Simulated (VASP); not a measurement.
**Pt: single point with LDA**

Pt:

```
CELL_PARAMETERS angstrom
0.00000 1.92766 1.92766
1.92766 0.00000 1.92766
1.92766 1.92766 0.00000
ATOMIC_POSITIONS crystal
Pt 0.00000 0.00000 0.00000
```

| Property | Result |
| --- | --- |
| Program | VASP 6.6.1 |
| Task | single point |
| Functional | LDA |
| Potentials or basis | VASP PAW LDA potentials, release 64 (Pt) |
| Cutoff | 520 eV |
| k mesh | 13 × 13 × 13 |
| Occupations | methfessel-paxton, width 0.1 eV |
| Spin | no spin polarisation |
| Dipole correction | no |
| Further INCAR settings | ALGO = Normal; EDIFF = 1e-07; NBANDS = 11 |

The pressure is 10.6 GPa and the band gap on the k mesh is zero (band 5 reaches 12.63 eV, above the bottom of band 6 at 10.27 eV).

Levels at points of the mesh, in eV from the Fermi level:
| k point | band 2 | band 3 | band 4 | band 5 | band 6 | band 7 | band 8 | band 9 |
| --- | --- | --- | --- | --- | --- | --- | --- | --- |
| (0.00, 0.00, 0.00) | -4.16 | -4.16 | -4.16 | -1.77 | -1.77 | 14.46 | 19.67 | 19.67 |

Wall time 9.5 s on 1 thread of Intel Xeon 6975P-C, on a shared host, peak memory 0.13 GiB.

Caveat: spin-orbit coupling is left out, which moves the levels of the heavy elements.
